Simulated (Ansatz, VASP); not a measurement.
Two plane-wave programs on Rh

```
CELL_PARAMETERS angstrom
4.81670 0.00000 0.00000
0.00000 4.81670 0.00000
0.00000 0.00000 4.81670
ATOMIC_POSITIONS crystal
Rh 0.50000 0.50000 0.50000
Rh 0.00000 0.00000 0.00000
Rh 0.25000 0.00000 0.50000
Rh 0.50000 0.25000 0.00000
Rh 0.50000 0.75000 0.00000
Rh 0.75000 0.00000 0.50000
Rh 0.00000 0.50000 0.75000
Rh 0.00000 0.50000 0.25000
```

Alike in both runs: task single point; functional r2SCAN; k mesh 4 × 4 × 4; occupations gaussian, width 0.1 eV; no spin polarisation.

|  | VASP | Ansatz |
| --- | --- | --- |
| version | VASP 6.6.1 | Ansatz 0.2.0 |
| potentials or method | VASP PAW PBE potentials, release 64 (Rh_pv), cutoff 520 eV | scalar-relativistic, plane waves, PAW |
| valence electrons in the cell | 120 | 136 |

|  | VASP | Ansatz | Ansatz less VASP |
| --- | --- | --- | --- |
| gap on the k mesh at the Fermi level (eV) | none | none | - |
| pressure (GPa) | 5.5 | 4.2 | -1.25 |

VASP's potentials were made for PBE, not for r2SCAN. A gap of «none» marks a metal or a gap that the smearing closes. With one functional, cell and mesh, what is left measures potentials, basis and numerics. VASP's potentials hold 120 valence electrons a cell and Ansatz's 136, so a difference there can come from the potentials and not from the codes.
